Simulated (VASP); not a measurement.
Wanted: the native input for a VASP 6.6.1 run.

| Item | Value |
| --- | --- |
| Task | single point |
| Functional | PBE |
| Dispersion | D3(BJ) |
| Potentials or basis | VASP PAW PBE potentials, release 64 (Zn, O) |
| Cutoff | 520 eV |
| k mesh | 3 × 3 × 1 |
| Occupations | gaussian, width 0.05 eV |
| Spin | no spin polarisation |
| Dipole correction | yes |
| Further INCAR settings | LREAL = Auto; ALGO = Normal; EDIFF = 1e-06; NBANDS = 126 |

The structure of ZnO lies in POSCAR:

```
ZnO
1.0
    6.5094894534      0.0000000000      0.0000000000
    0.0000000000      5.2564237873      0.0000000000
    0.0000000000      0.0000000000     25.2682471044
Zn O
12 12
Direct
    0.5000000000      0.9983827816      0.3166028876
    0.0000000000      0.9983827816      0.3166028876
    0.7500000000      0.4983827816      0.3537864670
    0.2500000000      0.4983827816      0.3537864670
    0.7500000000      0.9983827816      0.4281536258
    0.2500000000      0.9983827816      0.4281536258
    0.0016943511      0.4965867410      0.4633692411
    0.4983330610      0.4964437742      0.4633617211
    0.0007044191      1.0000666948      0.5419320042
    0.4991026721      0.9998608603      0.5420401991
    0.2500149916      0.4800851384      0.5746909151
    0.7498007351      0.4620393645      0.5612848217
    0.5000000000      0.6195172184      0.3166028876
    0.0000000000      0.6195172184      0.3166028876
    0.7500000000      0.1195172184      0.3537864670
    0.2500000000      0.1195172184      0.3537864670
    0.7500000000      0.6195172184      0.4281536258
    0.2500000000      0.6195172184      0.4281536258
    0.0002076056      0.1181492897      0.4647364782
    0.4998101091      0.1180392166      0.4647672774
    0.0026987890      0.6191791413      0.5393310682
    0.4969876746      0.6191374938      0.5393135315
    0.2499027448      0.1174277450      0.5774171670
    0.7500035255      0.1138391914      0.5762320501
```

One way to write it, as run:

INCAR

```
PREC = Accurate
ENCUT = 520
EDIFF = 1E-6
ISMEAR = 0
SIGMA = 0.05
LREAL = Auto
LASPH = True
NELM = 80
ALGO = Normal
ISIF = 2
LWAVE = False
LCHARG = False
LDIPOL = True
IDIPOL = 3
DIPOL = 0.5 0.5 0.446
GGA = PE
IVDW = 12
NBANDS = 126
```

KPOINTS

```
Automatic mesh
0
Gamma
  3 3 1
```

Potentials or basis: VASP PAW PBE potentials, release 64 (Zn, O).

Run with:

```bash
$ cat potpaw_PBE.64/Zn/POTCAR potpaw_PBE.64/O/POTCAR > POTCAR
$ mpirun -np 1 vasp_std > vasp.out
```

It gave:

| Quantity | Value |
| --- | --- |
| Largest force | 1.711 eV/Å |
| Band gap on the k mesh | 0.64 eV |
| Dispersion energy per atom | -0.169 eV |

Caveat: semilocal functionals underestimate gaps, and a narrow one can read as zero.

It took 45 min on 1 thread of Intel Xeon 8259CL, with other jobs on the host, peak memory 0.92 GiB.
